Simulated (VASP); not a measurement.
**Ta: equation of state with optB86b-vdW**

Crystal: Ta.

```xyz
1
Lattice="-1.6513 1.6513 1.6513 1.6513 -1.6513 1.6513 1.6513 1.6513 -1.6513" Properties=species:S:1:pos:R:3 pbc="T T T"
Ta    0.0000    0.0000    0.0000
```

* Program: VASP 6.6.1
* Task: equation of state
* Functional: optB86b-vdW
* Potentials or basis: VASP PAW PBE potentials, release 64 (Ta_pv)
* Cutoff: 590 eV
* k mesh: 22 × 22 × 22
* Occupations: methfessel-paxton, width 0.05 eV
* Spin: no spin polarisation

| Quantity | Value |
| --- | --- |
| Equilibrium volume | 17.96 Å³/atom |
| Bulk modulus | 202 GPa |
| Pressure derivative of the bulk modulus | 3.7 |

Energy against volume, from the lowest point:
```
volume (Å³/atom)  energy (meV/atom)
          16.389              99.70
          16.930              40.79
          17.470               8.65
          18.010               0.00
          18.551              11.44
          19.091              40.45
          19.631              84.78
```

Wall time 4.9 min on 1 thread of Intel(R) Xeon(R) Platinum 8259CL CPU @ 2.50GHz (Skylake/Cascade Lake) (shared host), peak memory 0.33 GiB.

Caveat: the PAW data sets were made with another functional, which shifts forces and pressure a little.
